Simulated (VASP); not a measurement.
Here is a VASP 6.6.1 calculation.

File INCAR:

```
PREC = Accurate ; ENCUT = 520
EDIFF = 1E-7 ; ISMEAR = 0
SIGMA = 0.15 ; LREAL = False
LASPH = True ; NELM = 100
ALGO = Fast ; ISIF = 2
LWAVE = False ; LCHARG = False
GGA = CA ; NBANDS = 34
```

File KPOINTS:

```
regular mesh
0
Gamma
  10 10 10
```

Contents of POSCAR:

```
Ga
1.0
    2.2085777266     -3.7454996903     -0.2484649942
    2.2085777266      3.7454996903     -0.2484649942
   -0.4993956970      0.0000000000      4.4390728619
Ga
4
Direct
    0.1560190462      0.8439809538      0.0845038705
    0.6560190462      0.3439809538      0.4154961295
    0.8439809538      0.1560190462      0.9154961295
    0.3439809538      0.6560190462      0.5845038705
```

Potentials or basis: VASP PAW LDA potentials, release 64 (Ga_d).

Run with:

```bash
$ cat potpaw_LDA.64/Ga_d/POTCAR > POTCAR
$ mpirun -np 1 vasp_std > vasp.out
```

**Question.** Predict the pressure.

**Answer.** 4.8 GPa.

**Question.** Estimate the band gap on the k mesh.

**Answer.** Zero (bands 26 and 27 overlap by 1.85 eV).

Stress tensor (GPa, compression positive):
```
7.84 0.00 8.12
0.00 1.13 0.00
8.12 0.00 5.28
```

Caveat: the cell differs from its parent crystal (engineering shear strain xz -0.2250, normal strain along z +0.0000); the stress differs along the axes, from 1 to 8 GPa.
